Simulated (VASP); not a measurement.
Wanted: the native input for a VASP 6.6.1 run.

| Item | Value |
| --- | --- |
| Task | relaxation of cell and atoms |
| Functional | PBE |
| Potentials or basis | VASP PAW PBE potentials, release 64 (Ge_d, P) |
| Cutoff | 500 eV |
| k mesh | 6 × 6 × 10 |
| Occupations | gaussian, width 0.1 eV |
| Spin | no spin polarisation |
| Dipole correction | no |
| Further INCAR settings | ALGO = Normal; EDIFF = 1e-07; IBRION = 2; EDIFFG = -0.01; NSW = 100; ISIF = 3 |

The structure of Ge3P4 lies in POSCAR:

```
Ge3P4
1.0
    9.9369299985      0.0000000000      0.0000000000
   -4.9684649993      8.6056338143      0.0000000000
    0.0000000000      0.0000000000      3.9388249760
Ge P
6 8
Direct
    0.8221563621      0.2148734658      0.7500000000
    0.6072828963      0.8221563621      0.2500000000
    0.2148734658      0.3927171037      0.2500000000
    0.7851265342      0.6072828963      0.7500000000
    0.3927171037      0.1778436379      0.7500000000
    0.1778436379      0.7851265342      0.2500000000
    0.6666666667      0.3333333333      0.7500000000
    0.3333333333      0.6666666667      0.2500000000
    0.6053313993      0.9581138534      0.7500000000
    0.6472175460      0.6053313993      0.2500000000
    0.9581138534      0.3527824540      0.2500000000
    0.0418861466      0.6472175460      0.7500000000
    0.3946686007      0.0418861466      0.2500000000
    0.3527824540      0.3946686007      0.7500000000
```

The cell was built from a structure type or drawn by symmetry, and may not be a known phase.

One way to write it, as run:

INCAR

```
SYSTEM = Ge3P4
PREC     = Accurate       ! precision mode
ENCUT    = 500            ! plane-wave cutoff, eV
EDIFF    = 1E-7           ! SCF threshold, eV
ISMEAR   = 0              ! smearing method
SIGMA    = 0.1            ! smearing width, eV
LREAL    = .FALSE.        ! projectors in reciprocal space
LASPH    = .TRUE.         ! aspherical terms in the spheres
NELM     = 120            ! most SCF steps
ALGO     = Normal         ! electronic algorithm
ISIF     = 3              ! what is computed and relaxed
LWAVE    = .FALSE.        ! write WAVECAR
LCHARG   = .FALSE.        ! write CHGCAR
GGA      = PE             ! functional
IBRION   = 2              ! ionic algorithm
NSW      = 100            ! ionic steps
EDIFFG   = -0.01          ! ionic threshold
GGA_COMPAT= .FALSE.      
NELMIN   = 4            
KPAR     = 4
```

KPOINTS

```
regular mesh
0
G
  6 6 10
  0 0 0
```

Potentials or basis: VASP PAW PBE potentials, release 64 (Ge_d, P).

Launch:

```sh
$ cat potpaw_PBE.64/Ge_d/POTCAR potpaw_PBE.64/P/POTCAR > POTCAR
$ mpirun -np 4 vasp_std > vasp.out
```

It gave:

```json
{
  "Relaxed volume": "24.12 Å³/atom",
  "Relaxed cell": "a = 10.038 Å, b = 10.038 Å, c = 3.870 Å, α = 90.00°, β = 90.00°, γ = 120.00°",
  "Space group after relaxing (to 0.1 Å)": "P6_3/m (No. 176)",
  "Energy gained by relaxing": "3.1 meV/atom",
  "Ionic steps": "13",
  "Pressure after relaxing": "0.0 GPa",
  "Largest force after relaxing": "0.006 eV/Å",
  "Band gap on the k mesh": "zero (filled and empty bands overlap)"
}
```

Run time: 32 min on 4 MPI ranks on Intel(R) Xeon(R) 6975P-C (Granite Rapids), on a shared host, peak memory 0.98 GiB a rank.
